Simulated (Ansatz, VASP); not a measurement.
## One calculation of Pt, two programs

The input INCAR:

```
PREC = Accurate
ENCUT = 500
EDIFF = 1E-6
ISMEAR = -1
SIGMA = 0.05
LREAL = False
LASPH = True
NELM = 120
ALGO = Normal
ISIF = 2
LWAVE = False
LCHARG = False
GGA = PE
NBANDS = 11
GGA_COMPAT = False
```

The input KPOINTS:

```
Automatic mesh
0
Gamma
  10 10 10
```

File POSCAR:

```
Pt
1.0
   -0.0098045000      1.9609000000      1.9609000000
    1.9609000000     -0.0098045000      1.9609000000
    1.9510955000      1.9510955000      0.0000000000
Pt
1
Direct
    0.0000000000      0.0000000000      0.0000000000
```

The input input.yaml:

```yaml
crystal:
  lattice:
    - [-0.0098045, 1.9609, 1.9609]
    - [1.9609, -0.0098045, 1.9609]
    - [1.9510955, 1.9510955, 0.0]
  atoms:
    - { symbol: Pt, position: [0.0, 0.0, 0.0] }
hamiltonian:
  xc: pbe
  pseudopotentials: { kind: paw }
kpoints:
  mp_grid: { grid: [10, 10, 10] }
  band_path:
    path:
      - [[0.0, 0.0, 0.0], [-0.373753125, -0.373753125, -0.74750625], [-0.4975, -0.25000625, -0.74750625], [-0.5, 0.0, -0.5], [-0.25, 0.25, -0.5], [0.0, 0.0, -0.5], [0.373753125, 0.373753125, -0.25249375], [0.5, 0.5, 0.0], [0.0, 0.0, 0.0], [-0.376253125, 0.376253125, 0.0], [0.0, 0.5, 0.0], [-0.25, 0.25, -0.5]]
      - [[-0.5025, 0.25000625, -0.25249375], [-0.376253125, 0.376253125, 0.0]]
      - [[0.376253125, 0.623746875, 0.0], [0.5, 0.5, 0.0]]
    npoints: 14
scf:
  occupations: { method: fermi_dirac, width: 0.05 }
  n_extra_bands: 6
output:
  forces: true
  stress: true
  eigenvalues: true
  fatbands: false
```

Alike in both runs: functional PBE; k mesh 10 × 10 × 10; occupations fermi-dirac, width 0.05 eV; no spin polarisation.

|  | VASP | Ansatz |
| --- | --- | --- |
| version | VASP 6.6.1 | Ansatz 0.2.0 |
| potentials or method | VASP PAW PBE potentials, release 64 (Pt) | Ansatz PAW |
| plane-wave cutoff (eV) | 500 | 420 |
| valence electrons in the cell | 10 | 18 |
| task | single point | band structure |

```tsv
	VASP	Ansatz	Ansatz less VASP
gap on the k mesh at the Fermi level (eV)	none	none	-
pressure (GPa)	9.8	10.3	+0.53
traceless stress, the component that is largest in VASP (GPa)	0.93	0.93	-0.002
```

A gap of «none» marks a metal or a gap that the smearing closes. The functional is the same, so the differences come from potentials, cutoffs and numerics. VASP's potentials hold 10 valence electrons a cell and Ansatz's 18, so a difference there can come from the potentials and not from the codes.

Neither program's run includes spin-orbit coupling.
